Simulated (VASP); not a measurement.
## BN: single point with r2SCAN

The system is BN.

```
CELL_PARAMETERS angstrom
1.80481 -1.80481 0.00000
1.80481 0.00000 -1.80481
7.13265 7.13265 7.13265
ATOMIC_POSITIONS crystal
B 0.00000 0.00000 0.40061
B 0.33333 0.33333 0.23192
B 0.66667 0.66667 0.56930
B 0.00000 0.00000 0.90668
B 0.33333 0.33333 0.73799
B 0.66667 0.66667 0.06323
N 0.66667 0.66667 0.44278
N 0.00000 0.00000 0.27409
N 0.33333 0.33333 0.61147
N 0.66667 0.66667 0.94885
N 0.00000 0.00000 0.78016
N 0.33333 0.33333 0.10540
```

This cell differs from its parent crystal: the distance across one plane changed.

* Program: VASP 6.6.1
* Task: single point
* Functional: r2SCAN
* Potentials or basis: VASP PAW PBE potentials, release 64 (B, N)
* Cutoff: 520 eV
* k mesh: 10 × 10 × 2
* Occupations: gaussian, width 0.05 eV
* Spin: no spin polarisation
* Dipole correction: no
* Further INCAR settings: ALGO = Normal; EDIFF = 1e-06; NBANDS = 36

| Quantity | Value |
| --- | --- |
| Pressure | 7.5 GPa |
| Largest force | 4.091 eV/Å |
| Band gap on the k mesh | 4.82 eV |

Forces in eV/Å, atoms in the order of the input:
```
B   -0.093 -0.093 -0.093
B   -0.102 -0.102 -0.102
B   -0.092 -0.092 -0.092
B   -0.489 -0.489 -0.489
B   -0.096 -0.096 -0.096
B    2.244  2.244  2.244
N    0.092  0.092  0.092
N    0.095  0.095  0.095
N    0.093  0.093  0.093
N   -2.362 -2.362 -2.362
N    0.103  0.103  0.103
N    0.606  0.606  0.606
```

Stress tensor (GPa, compression positive):
```
7.47 5.24 5.24
5.24 7.47 5.24
5.24 5.24 7.47
```

Levels at points of the mesh, in eV from the valence-band top:
```csv
k point,band 22,band 23,band 24,band 25,band 26,band 27
"(0.00, 0.00, 0.00)",-0.15,0.00,0.00,9.26,9.26,9.33
"(0.50, 0.00, 0.00)",-2.99,-2.15,-2.00,4.82,6.55,6.84
"(0.00, 0.00, 0.50)",-0.41,-0.08,-0.08,9.27,9.41,9.41
"(0.50, 0.00, 0.50)",-2.54,-2.52,-2.16,5.24,5.61,7.93
```

Wall time 7.2 min on 1 thread of AMD EPYC 7R13, on a shared host, peak memory 0.19 GiB.

Caveat: the cell differs from its parent crystal (the distance across one plane changed); the cell stands under pressure; the PAW data sets were made with another functional, which shifts forces and pressure a little. A k mesh can miss the band edges.
